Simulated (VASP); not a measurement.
# TiAl (P-6m2) in VASP: settings compared, part 2 of 2

VASP 6.6.1. Earlier steps stand in the parts before.

### Step 4. Single point, PBE-based screened hybrid with 25 % exact exchange

POSCAR reads:

```
TiAl
1.0
    2.8773958028      0.0000000000      0.0000000000
   -1.4386979014      2.4918978620      0.0000000000
    0.0000000000      0.0000000000      4.6246071445
Ti Al
1 1
Direct
    0.0000000000      0.0000000000      0.0000000000
    0.3333333333      0.6666666667      0.5000000000
```

INCAR.step1 reads:

```
PREC = Accurate ; ENCUT = 520
EDIFF = 1E-5 ; ISMEAR = -1
SIGMA = 0.05 ; LREAL = F
LASPH = T ; NELM = 60
ALGO = Normal ; ISIF = 2
LWAVE = T ; NBANDS = 14
GGA = PE
```

INCAR.step2 reads:

```
PREC = Accurate ; ENCUT = 520
EDIFF = 1E-6 ; ISMEAR = -1
SIGMA = 0.05 ; LREAL = F
LASPH = T ; NELM = 60
ALGO = Normal ; ISIF = 2
LWAVE = F ; LCHARG = T
GGA = PE ; LHFCALC = T
AEXX = 0.25 ; HFSCREEN = 0.3
PRECFOCK = Normal ; LELF = T
LVHAR = T ; NBANDS = 14
ISTART = 1
```

KPOINTS reads:

```
Automatic mesh
0
Gamma
  6 6 3
```

Potentials or basis: VASP PAW PBE potentials, release 64 (Ti_sv, Al).

The run is started by

```console
> cat potpaw_PBE.64/Ti_sv/POTCAR potpaw_PBE.64/Al/POTCAR > POTCAR
> cp INCAR.step1 INCAR
> mpirun -np 1 vasp_std > vasp.out
> cp INCAR.step2 INCAR
> mpirun -np 1 vasp_std > vasp.out
```

OUTCAR:

```text
PREC = Accurate
   ENCUT = 520
   EDIFF = 1E-6
   ISMEAR = -1
   LREAL = F
   LASPH = T
   NELM = 60
   ISIF = 2
   GGA = PE
   LHFCALC = T
   AEXX = 0.25
   HFSCREEN = 0.3
   PRECFOCK = Normal
   ISTART = 1

 ion  position               nearest neighbor table
   1  0.000  0.000  0.000-   2 2.85   2 2.85   2 2.85   2 2.85   2 2.85   2 2.85
   2  0.333  0.667  0.500-   1 2.85   1 2.85   1 2.85   1 2.85   1 2.85   1 2.85

  LATTYP: Found a hexagonal cell.
 ALAT       =     2.8773958028
 C/A-ratio  =     1.6072196741

  Lattice vectors:

 A1 = (   2.8773958028,   0.0000000000,   0.0000000000)
 A2 = (  -1.4386979014,   2.4918978620,   0.0000000000)
 A3 = (   0.0000000000,   0.0000000000,   4.6246071445)

Analysis of symmetry for initial positions (statically):
=====================================================================
 Subroutine PRICEL returns:
 Original cell was already a primitive cell.

 Routine SETGRP: Setting up the symmetry group for a
 hexagonal supercell.

 Subroutine GETGRP returns: Found 12 space group operations
 (whereof 12 operations were pure point group operations)
 out of a pool of 24 trial point group operations.

The static configuration has the point symmetry D_3h.

Analysis of symmetry for dynamics (positions and initial velocities):
=====================================================================
 Subroutine PRICEL returns:
 Original cell was already a primitive cell.

 Routine SETGRP: Setting up the symmetry group for a
 hexagonal supercell.

 Subroutine GETGRP returns: Found 12 space group operations
 (whereof 12 operations were pure point group operations)
 out of a pool of 24 trial point group operations.

The dynamic configuration has the point symmetry D_3h.

 Subroutine INISYM returns: Found 12 space group operations
 (whereof 12 operations are pure point group operations),
 and found     1 'primitive' translations

[... 117 lines left out ...]
   HFSCREENC=   0.3000 screening length for correlation (either q_TF or 0.3 A-1)
   ENCUTFOCK=  -1.0 apply spherical cutoff to Coloumb kernel
   IVDW    =     0    specifies the selected vdW correction
   LEPSILON=     F    determine dielectric tensor
   LRPA    =     F    only Hartree local field effects (RPA)
 non-spin polarized calculation
  energy-cutoff  :      520.00
  volume of cell :       33.16
 maximum number of plane-waves:       911
 NGX is ok and might be reduce to    24
  NGX = 18; NGY = 18; NGZ = 28

 number of electron      15.0000002 magnetization

 Free energy of the ion-electron system (eV)
  ---------------------------------------------------
  ext. energy  EPLUGINS =         0.00000000
  ---------------------------------------------------
  free energy    TOTEN  =       -13.70296601 eV

  energy without entropy =      -13.68413235  energy(sigma->0) =      -13.69354918

 E-fermi :   7.8368     XC(G=0):  -9.1764

 val. band max:        7.8021397992   @ k =   0.3333   0.3333   0.3333
 cond. band min:       7.8611745789   @ k =   0.1667   0.1667   0.0000
 fundamental gap:      0.0590347797
 Fermi energy:         7.8367698972

 k-point     1 :       0.0000    0.0000    0.0000
  band No.  band energies     occupation
      1     -53.4101      2.00000
      2     -28.0815      2.00000
      3     -27.6674      2.00000
      4     -27.6674      2.00000
      5      -2.1988      2.00000
      6       5.0914      2.00000
      7       5.7270      2.00000
      8       9.5855      0.00000
      9       9.5855      0.00000
     10      11.3469      0.00000
     11      11.3469      0.00000
     12      12.4951      0.00000
     13      21.5950      0.00000
     14      21.5950      0.00000
[... 207 lines left out ...]
      1     -53.2997      2.00000
      2     -28.0884      2.00000
      3     -28.0791      2.00000
      4     -27.9566      2.00000
      5       5.7005      2.00000
      6       5.7907      2.00000
      7       6.5132      2.00000
      8       6.9904      2.00000
      9       7.8021      1.33309
     10      10.2920      0.00000
     11      11.3914      0.00000
     12      12.3048      0.00000
     13      14.8904      0.00000
     14      15.3140      0.00000

------------------------ aborting loop because EDIFF is reached ----------------------------------------

  FORCE on cell =-STRESS in cart. coord.  units (eV):
  Direction    XX          YY          ZZ          XY          YZ          ZX
  --------------------------------------------------------------------------------------
  -------------------------------------------------------------------------------------
  Total       -0.0466741     -0.0466741     -0.0577921      0.0000000      0.0000000     -0.0000000
  in kB       -2.2551856     -2.2551856     -2.7923790      0.0000000      0.0000000     -0.0000000
  external PRESSURE =      -2.4342501 kB  Pullay stress =       0.0000000 kB

 VOLUME and BASIS-vectors are now :
 -----------------------------------------------------------------------------
  energy-cutoff  :      520.00
  volume of cell :       33.16
      direct lattice vectors                 reciprocal lattice vectors
     2.877395803  0.000000000  0.000000000     0.347536477  0.200650278  0.000000000
    -1.438697901  2.491897862  0.000000000     0.000000000  0.401300557  0.000000000
     0.000000000  0.000000000  4.624607144     0.000000000  0.000000000  0.216234584

 POSITION                                       TOTAL-FORCE (eV/Angst)
 -----------------------------------------------------------------------------------
      0.00000      0.00000      0.00000         0.000000      0.000000      0.000000
     -0.00000      1.66127      2.31230        -0.000000      0.000000      0.000000
 -----------------------------------------------------------------------------------
    total drift:                                0.000000     -0.000001      0.000000

  FREE ENERGIE OF THE ION-ELECTRON SYSTEM (eV)
  ---------------------------------------------------
  free  energy   TOTEN  =       -13.7029660064 eV

  energy  without entropy=      -13.6841323522  energy(sigma->0) =      -13.69354918
```

Run time: 23 min. Hardware: 1 thread of AMD EPYC 7R43 (Zen 3), shared host; peak memory 0.24 GiB.

What came out:

```yaml
Free_energy: -13.7030 eV
Pressure: -0.2 GPa
Band_gap_on_the_k_mesh: zero (an odd number of electrons rules out a gap without spin polarisation)
```

Caveat: the k points lie up to 0.45 Å⁻¹ apart, too coarse for converged energies and pressures of a metal; the PAW data sets were made with another functional, which shifts forces and pressure a little.

### Step 5. Overview

| level | cell | screening parameter | gap on the mesh (eV) | pressure (GPa) |
| --- | --- | --- | --- | --- |
| HSE06 | a = 2.876, b = 2.876, c = 4.622 Å, angles 90.0, 90.0, 120.0°, 2 atoms | 0.2079 1/Å | none | -0.2 |
| PBE-based screened hybrid with 25 % exact exchange | a = 2.867, b = 2.867, c = 4.678 Å, angles 90.0, 90.0, 120.0°, 2 atoms | 0.3 1/Å | none | -0.9 |
| PBE-based screened hybrid with 25 % exact exchange | a = 2.877, b = 2.877, c = 4.625 Å, angles 90.0, 90.0, 120.0°, 2 atoms | 0.3 1/Å | none | -0.2 |

Alike in all rows: task single point; potentials or basis VASP PAW PBE potentials, release 64 (Ti_sv, Al); no spin polarisation; k mesh 6 × 6 × 3; cutoff (eV) 520; smearing fermi-dirac 0.05 eV.

Caveats: all runs use coarse meshes; the PAW data sets were made with another functional, which shifts forces and pressure a little.

Absolute energies hang on the potentials; compare differences alone.
